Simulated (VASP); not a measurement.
# Zr (Fm-3m) in VASP: a series of runs

Zr is run at these levels: revPBE; tasks: single point.

Everything below comes from runs of VASP 6.6.1. Logs are shortened: lines on timing, memory, paths and dates and some standing lists are left out, and cuts for length are marked.

**1. The cell of the first run**

Symmetry: Fm-3m, No. 225, cubic system. The conventional cell has a = 4.616 Å, b = 4.616 Å, c = 4.616 Å, α = 90.00°, β = 90.00°, γ = 90.00°. Within 4.3 Å of Zr (site symmetry m-3m) lie 12 Zr at 3.26 Å.

**2. Single point, revPBE (volume scaled by 1.04)**

INCAR reads:

```
SYSTEM = Zr
PREC = Accurate
ENCUT = 520
EDIFF = 1E-6
ISMEAR = -1
SIGMA = 0.1
LREAL = .FALSE.
LASPH = .TRUE.
NELM = 100
ALGO = Normal
ISIF = 2
LWAVE = .FALSE.
LCHARG = .FALSE.
GGA = RE
NBANDS = 12
```

KPOINTS reads:

```
Automatic mesh
0
G
  13 13 13
  0 0 0
```

POSCAR reads:

```
Zr
1.0
    0.0000000000      2.3079745174      2.3079745174
    2.3079745174      0.0000000000      2.3079745174
    2.3079745174      2.3079745174      0.0000000000
Zr
1
Direct
    0.0000000000      0.0000000000      0.0000000000
```

Potentials or basis: VASP PAW PBE potentials, release 64 (Zr_sv).

Launch:

```sh
> cat potpaw_PBE.64/Zr_sv/POTCAR > POTCAR
> mpirun -np 1 vasp_std > vasp.out
```

OUTCAR:

```text
SYSTEM = Zr
   PREC = Accurate
   ENCUT = 520
   EDIFF = 1E-6
   ISMEAR = -1
   LREAL = .FALSE.
   LASPH = .TRUE.
   NELM = 100
   ISIF = 2
   GGA = RE

 ion  position               nearest neighbor table
   1  0.000  0.000  0.000-

  LATTYP: Found a face centered cubic cell.
 ALAT       =     4.6159490348

  Lattice vectors:

 A1 = (   0.0000000000,   2.3079745174,   2.3079745174)
 A2 = (   2.3079745174,   0.0000000000,   2.3079745174)
 A3 = (   2.3079745174,   2.3079745174,   0.0000000000)

Analysis of symmetry for initial positions (statically):
=====================================================================
 Subroutine PRICEL returns:
 Original cell was already a primitive cell.

 Routine SETGRP: Setting up the symmetry group for a
 face centered cubic supercell.

 Subroutine GETGRP returns: Found 48 space group operations
 (whereof 48 operations were pure point group operations)
 out of a pool of 48 trial point group operations.

The static configuration has the point symmetry O_h .

Analysis of symmetry for dynamics (positions and initial velocities):
=====================================================================
 Subroutine PRICEL returns:
 Original cell was already a primitive cell.

 Routine SETGRP: Setting up the symmetry group for a
 face centered cubic supercell.

 Subroutine GETGRP returns: Found 48 space group operations
 (whereof 48 operations were pure point group operations)
 out of a pool of 48 trial point group operations.

The dynamic configuration has the point symmetry O_h .

 Subroutine INISYM returns: Found 48 space group operations
 (whereof 48 operations are pure point group operations),
 and found     1 'primitive' translations

----------------------------------------------------------------------------------------

                                     Primitive cell

  volume of cell :      24.5880

  direct lattice vectors                    reciprocal lattice vectors
     0.000000000  2.307974517  2.307974517    -0.216640174  0.216640174  0.216640174
     2.307974517  0.000000000  2.307974517     0.216640174 -0.216640174  0.216640174
     2.307974517  2.307974517  0.000000000     0.216640174  0.216640174 -0.216640174

  length of vectors
     3.263968864  3.263968864  3.263968864     0.375231788  0.375231788  0.375231788

  position of ions in fractional coordinates (direct lattice)
     0.000000000  0.000000000  0.000000000

  ion indices of the primitive-cell ions
   primitive index   ion index
                 1           1

----------------------------------------------------------------------------------------

 KPOINTS: Automatic mesh

Automatic generation of k-mesh.
 Grid dimensions read from file:
 generate k-points for:   13   13   13

 Generating k-lattice:

  Cartesian coordinates                     Fractional coordinates (reciprocal lattice)
    -0.016664629  0.016664629  0.016664629     0.076923077  0.000000000  0.000000000
     0.016664629 -0.016664629  0.016664629     0.000000000  0.076923077  0.000000000
     0.016664629  0.016664629 -0.016664629     0.000000000  0.000000000  0.076923077

  Length of vectors
     0.028863984  0.028863984  0.028863984

  Shift w.r.t. Gamma in fractional coordinates (k-lattice)
     0.000000000  0.000000000  0.000000000

 Subroutine IBZKPT returns following result:
 ===========================================

 Found     84 irreducible k-points:

 Following reciprocal coordinates:
            Coordinates               Weight
  0.000000  0.000000  0.000000      1.000000
  0.076923  0.000000  0.000000      8.000000
  0.153846  0.000000  0.000000      8.000000
  0.230769  0.000000  0.000000      8.000000
  0.307692  0.000000  0.000000      8.000000
  0.384615  0.000000  0.000000      8.000000
[... 16 lines left out ...]
  0.384615  0.153846  0.000000     24.000000
  0.461538  0.153846  0.000000     24.000000
 [... further k-points ...]
   k-points           NKPTS =     84   k-points in BZ     NKDIM =     84   number of bands    NBANDS=     12
   number of dos      NEDOS =    301   number of ions     NIONS =      1
   total plane-waves  NPLWV =  13824
   dimension x,y,z NGX =    24 NGY =   24 NGZ =   24
   dimension x,y,z NGXF=    48 NGYF=   48 NGZF=   48
   ions per type =               1
   NGX,Y,Z   is equivalent  to a cutoff of  12.22, 12.22, 12.22 a.u.
   NGXF,Y,Z  is equivalent  to a cutoff of  24.45, 24.45, 24.45 a.u.
 SYSTEM =  Zr
   PREC   = accura    normal or accurate (medium, high low for compatibility)
   ISTART =      0    job   : 0-new  1-cont  2-samecut
   ICHARG =      2    charge: 1-file 2-atom 10-const
   ISPIN  =      1    spin polarized calculation?
   LNONCOLLINEAR =      F non collinear calculations
   LSORBIT =      F    spin-orbit coupling
   LASPH  =      T    aspherical Exc in radial PAW
   ENCUT  =  520.0 eV  38.22 Ry    6.18 a.u.   6.07  6.07  6.07*2*pi/ulx,y,z
   NELM   =    100;   NELMIN=  2; NELMDL= -5     # of ELM steps
   EDIFF  = 0.1E-05   stopping-criterion for ELM
   LREAL  =      F    real-space projection
   EDIFFG = 0.1E-04   stopping-criterion for IOM
   NSW    =      0    number of steps for IOM
   IBRION =     -1    ionic relax: 0-MD 1-quasi-New 2-CG
   NFREE  =      0    steps in history (QN), initial steepest desc. (CG)
   ISIF   =      2    stress and relaxation
   ISYM   =      2    0-nonsym 1-usesym 2-fastsym
   POTIM  = 0.5000    time-step for ionic-motion
   TEBEG  =    0.0;   TEEND  =   0.0 temperature during run
   PSTRESS=    0.0 pullay stress
   NELECT =      12.0000    total number of electrons
   NUPDOWN=      -1.0000    fix difference up-down
   EMIN   =  10.00;   EMAX   =-10.00  energy-range for DOS
   EFERMI =   0.00;   METHOD = LEGACY
   ISMEAR =    -1;   SIGMA  =   0.10  broadening in eV -4-tet -1-fermi 0-gaus
   EFERMI_NEDOS =   21; number of points for ismear=-14 and -15
   IALGO  =     38    algorithm
   IMIX   =      4    mixing-type and parameters
     AMIX     =   0.40;   BMIX     =  1.00
     AMIX_MAG =   1.60;   BMIX_MAG =  1.00
  volume/ion in A,a.u.               =      24.59       165.93
  Fermi-wavevector in a.u.,A,eV,Ry     =   1.288925  2.435715 22.603727  1.661327
  Thomas-Fermi vector in A             =   2.420849
   LORBIT       =      0    0 simple, 1 ext, 2 COOP (PROOUT), +10 PAW based schemes
   GGA     = RE    functional components
   LHFCALC =     F    Hartree Fock is set to
   AEXX    =    0.0000 exact exchange contribution
   IVDW    =     0    specifies the selected vdW correction
   LEPSILON=     F    determine dielectric tensor
   LRPA    =     F    only Hartree local field effects (RPA)
 non-spin polarized calculation
  energy-cutoff  :      520.00
  volume of cell :       24.59
 maximum number of plane-waves:       674
   NGX = 13   NGY = 13   NGZ = 13

 number of electron      12.0000000 magnetization

 Free energy of the ion-electron system (eV)
  ---------------------------------------------------
  ext. energy  EPLUGINS =         0.00000000
  ---------------------------------------------------
  free energy    TOTEN  =        -8.15655510 eV

  energy without entropy =       -8.10212472  energy(sigma->0) =       -8.12933991

 E-fermi :   8.3481     XC(G=0): -10.7828

 val. band max:        8.3154576849   @ k =  -0.3077   0.0769   0.0000
 cond. band min:       8.3533474982   @ k =  -0.3846   0.3077   0.1538
 fundamental gap:      0.0378898133
 Fermi energy:         8.3480688187

 k-point     1 :       0.0000    0.0000    0.0000
  band No.  band energies     occupation
      1     -40.4887      2.00000
      2     -18.0746      2.00000
      3     -18.0746      2.00000
      4     -18.0746      2.00000
      5       2.9102      2.00000
      6       9.3199      0.00012
      7       9.3199      0.00012
      8       9.3199      0.00012
      9      11.5652      0.00000
     10      11.5652      0.00000
     11      18.7157      0.00000
     12      22.7029      0.00000

 k-point     2 :       0.0769    0.0000    0.0000
  band No.  band energies     occupation
      1     -40.4825      2.00000
      2     -18.1229      2.00000
      3     -18.0807      2.00000
      4     -18.0807      2.00000
      5       3.0885      2.00000
      6       9.1586      0.00060
      7       9.4022      0.00005
      8       9.4022      0.00005
      9      11.4871      0.00000
     10      11.4871      0.00000
     11      19.0916      0.00000
     12      21.9257      0.00000

 k-point     3 :       0.1538    0.0000    0.0000
  band No.  band energies     occupation
      1     -40.4651      2.00000
      2     -18.2551      2.00000
      3     -18.0975      2.00000
      4     -18.0975      2.00000
      5       3.5899      2.00000
      6       8.7852      0.02495
      7       9.5819      0.00001
      8       9.5819      0.00001
      9      11.3648      0.00000
     10      11.3648      0.00000
     11      19.8988      0.00000
     12      20.8077      0.00000
[... 286 lines left out ...]
 k-point    23 :       0.3846    0.1538    0.0000
  band No.  band energies     occupation
      1     -40.3924      2.00000
      2     -18.6677      2.00000
      3     -18.2295      2.00000
      4     -18.2142      2.00000
      5       5.6782      2.00000
      6       7.8372      1.98799
      7       8.9048      0.00761
      8      10.0293      0.00000
      9      12.2193      0.00000
     10      12.9302      0.00000
     11      18.7467      0.00000
     12      20.9232      0.00000

 k-point    24 :       0.4615    0.1538    0.0000
  band No.  band energies     occupation
      1     -40.3752      2.00000
      2     -18.7726      2.00000
      3     -18.2683      2.00000
      4     -18.2208      2.00000
      5       6.0166      2.00000
      6       8.0139      1.93165
      7       8.8578      0.01215
      8       9.8376      0.00000
      9      13.2636      0.00000
     10      13.2645      0.00000
     11      17.4557      0.00000
     12      20.0971      0.00000

 [... further k-points ...]
[... 5 lines left out ...]
  --------------------------------------------------------------------------------------
  -------------------------------------------------------------------------------------
  Total       -0.4671940     -0.4671940     -0.4671940     -0.0000000      0.0000000     -0.0000000
  in kB      -30.4428146    -30.4428146    -30.4428146     -0.0000000      0.0000000     -0.0000000
  external PRESSURE =     -30.4428146 kB  Pullay stress =       0.0000000 kB

 VOLUME and BASIS-vectors are now :
 -----------------------------------------------------------------------------
  energy-cutoff  :      520.00
  volume of cell :       24.59
      direct lattice vectors                 reciprocal lattice vectors
     0.000000000  2.307974517  2.307974517    -0.216640174  0.216640174  0.216640174
     2.307974517  0.000000000  2.307974517     0.216640174 -0.216640174  0.216640174
     2.307974517  2.307974517  0.000000000     0.216640174  0.216640174 -0.216640174

 POSITION                                       TOTAL-FORCE (eV/Angst)
 -----------------------------------------------------------------------------------
      0.00000      0.00000      0.00000        -0.000000     -0.000000      0.000000
 -----------------------------------------------------------------------------------
    total drift:                               -0.000000     -0.000000     -0.000000

  FREE ENERGIE OF THE ION-ELECTRON SYSTEM (eV)
  ---------------------------------------------------
  free  energy   TOTEN  =        -8.1565551013 eV

  energy  without entropy=       -8.1021247169  energy(sigma->0) =       -8.12933991
```

It took 44 s on 1 thread of AMD EPYC 7R13, shared host; peak memory 0.12 GiB.

What came out:

```yaml
Free_energy: -8.1566 eV
Pressure: -3.0 GPa
Band_gap_on_the_k_mesh: zero (band 6 reaches 9.32 eV, above the bottom of band 7 at 7.82 eV)
```

Caveat: the PAW data sets were made with another functional, which shifts forces and pressure a little.

(Part 1 of 2 ends here.)
